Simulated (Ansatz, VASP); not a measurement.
## One calculation of H2CSO2, two programs

```
O C S H
1.0
     6.73205    0.00000    0.00000
     0.00000    6.73205    0.00000
     0.00000    0.00000    6.73205
O C S H
6 3 3 6
Direct
  0.64615 0.58318 0.59176
  0.95552 0.45051 0.26955
  0.62101 0.01909 0.30657
  0.93997 0.96779 0.89063
  0.14681 0.87407 0.23478
  0.63190 0.15960 0.70485
  0.53658 0.66334 0.70201
  0.03724 0.39062 0.41123
  0.53434 0.13806 0.21292
  0.39572 0.76928 0.85248
  0.14613 0.31295 0.60066
  0.42483 0.30024 0.08980
  0.82923 0.04554 0.83223
  0.01740 0.92528 0.77639
  0.06401 0.92591 0.12552
  0.08598 0.74571 0.26044
  0.66491 0.29452 0.66223
  0.61867 0.08612 0.58021
```

Alike in both runs: functional PBE; dispersion D3(BJ); k mesh 1 × 1 × 1; occupations fermi-dirac, width 0.02 eV; no spin polarisation.

Ansatz relaxed the structure, and its values are those at the end. VASP's run is a single point on that final structure, the one shown.

```csv
,VASP,Ansatz
version,VASP 6.6.1,Ansatz 0.2.0
potentials or method,"VASP PAW PBE potentials, release 64 (O, C, S, H), cutoff 520 eV","scalar-relativistic, plane waves, PAW"
valence electrons in the cell,72,72
```

```csv
,VASP,Ansatz,Ansatz less VASP
rms of the force components (eV/Å),0.249,0.066,-0.1824
```

One of these differences is far larger than is usual between the two programs; its cause wasn't traced.

Noted on VASP's run: the standard files for N, O and F lose accuracy on very short bonds.
